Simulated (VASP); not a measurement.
## AlC2: relaxation of cell and atoms with PBE

Crystal: AlC2.

```
CELL_PARAMETERS angstrom
-1.43677 1.43677 3.52459
1.43677 -1.43677 3.52459
1.43677 1.43677 -3.52459
ATOMIC_POSITIONS crystal
Al 0.00000 0.00000 0.00000
C 0.66500 0.66500 0.00000
C 0.33500 0.33500 0.00000
```

```json
{
  "Program": "VASP 6.6.1",
  "Task": "relaxation of cell and atoms",
  "Functional": "PBE",
  "Potentials or basis": "VASP PAW PBE potentials, release 64 (Al, C)",
  "Cutoff": "600 eV",
  "k mesh": "8 × 8 × 8",
  "Occupations": "gaussian, width 0.1 eV",
  "Spin": "no spin polarisation",
  "Dipole correction": "no",
  "Further INCAR settings": "ALGO = Normal; EDIFF = 1e-06; IBRION = 2; EDIFFG = -0.04; NSW = 90; ISIF = 3"
}
```

The relaxed volume is 9.52 Å³/atom. The relaxed cell is a = 3.513 Å, b = 3.513 Å, c = 3.513 Å, α = 124.03°, β = 124.03°, γ = 83.15° and the space group after relaxing (to 0.1 Å) is I4/mmm (No. 139). The pressure after relaxing is 0.0 GPa and the largest force after relaxing is 0.011 eV/Å. The band gap on the k mesh is zero (an odd number of electrons rules out a gap without spin polarisation).

Forces in eV/Å, atoms in the order of the input:
```
Al   0.000  0.000  0.000
C    0.000  0.000  0.011
C    0.000  0.000 -0.011
```

Stress tensor (GPa, compression positive):
```
-0.02  0.00  0.00
 0.00 -0.02  0.00
 0.00  0.00  0.10
```

Final structure:
```
Al C
1.0
    -1.64844    1.64844    2.62800
     1.64844   -1.64844    2.62800
     1.64844    1.64844   -2.62800
Al C
1 2
Direct
  0.00000 0.00000 0.00000
  0.62713 0.62713 0.00000
  0.37287 0.37287 0.00000
```

Levels at points of the mesh, in eV from the Fermi level:
| k point | band 2 | band 3 | band 4 | band 5 | band 6 | band 7 | band 8 | band 9 |
| --- | --- | --- | --- | --- | --- | --- | --- | --- |
| (0.00, 0.00, 0.00) | -8.38 | -5.51 | -3.95 | -3.95 | -0.75 | -0.75 | 3.56 | 4.80 |
| (0.50, 0.00, 0.00) | -11.70 | -7.01 | -5.39 | -4.96 | 0.75 | 0.83 | 3.51 | 3.69 |
| (0.50, 0.50, 0.00) | -9.69 | -8.56 | -7.37 | -6.06 | -3.67 | 2.97 | 4.47 | 7.07 |
| (0.50, 0.50, 0.50) | -12.16 | -6.68 | -6.68 | -5.30 | 0.35 | 1.92 | 4.55 | 4.55 |

Wall time 10 min on 1 thread of AMD EPYC 7R13, with other jobs on the host, peak memory 0.22 GiB.

Caveat: an odd number of electrons without spin polarisation forces a metal; a magnetic or distorted state may lie lower.
